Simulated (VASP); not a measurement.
Wanted: the native input for a VASP 6.6.1 run.

| Item | Value |
| --- | --- |
| Task | single point |
| Functional | PBEsol |
| Potentials or basis | VASP PAW PBE potentials, release 64 (Hf_pv, N) |
| Cutoff | 520 eV |
| k mesh | 18 × 18 × 10 |
| Occupations | gaussian, width 0.15 eV |
| Spin | no spin polarisation |
| Dipole correction | no |
| Further INCAR settings | ALGO = Normal; EDIFF = 1e-06; NBANDS = 23 |

The structure of HfN lies in POSCAR:

```
HfN
1.0
    3.2158577463      0.0000000000      0.0000000000
   -1.6079288732      2.7850145033      0.0000000000
    0.0000000000      0.0000000000      5.0994427724
Hf N
2 2
Direct
    0.6666666667      0.3333333333      0.7500000000
    0.3333333333      0.6666666667      0.2500000000
    0.0000000000      0.0000000000      0.0000000000
    0.0000000000      0.0000000000      0.5000000000
```

This cell differs from its parent crystal: ratio of the length along z to the lengths across it x 0.92, volume and fractional coordinates fixed.

These files were run (other wordings do the same):

INCAR

```
SYSTEM = HfN
  ALGO = Normal
  EDIFF = 1E-6
  ENCUT = 520
  GGA = PS
  ISIF = 2
  ISMEAR = 0
  LASPH = .True.
  LCHARG = .True.
  LELF = .True.
  LREAL = .False.
  LVHAR = .True.
  LWAVE = .False.
  NBANDS = 23
  NELM = 100
  PREC = Accurate
  SIGMA = 0.15
```

KPOINTS

```
k-points
0
Gamma
  18 18 10
  0 0 0
```

Potentials or basis: VASP PAW PBE potentials, release 64 (Hf_pv, N).

Launch:

```sh
$ cat potpaw_PBE.64/Hf_pv/POTCAR potpaw_PBE.64/N/POTCAR > POTCAR
$ mpirun -np 1 vasp_std > vasp.out
```

Results of the run:

| Quantity | Value |
| --- | --- |
| Pressure | -1.6 GPa |
| Band gap on the k mesh | zero (band 15 reaches 9.97 eV, above the bottom of band 16 at 7.45 eV) |

Caveat: the PAW data sets were made with another functional, which shifts forces and pressure a little; spin-orbit coupling is left out, which moves the levels of the heavy elements.

Wall time 2.5 min on 1 thread of Intel(R) Xeon(R) Platinum 8488C (Sapphire Rapids), on a shared host, peak memory 0.31 GiB.
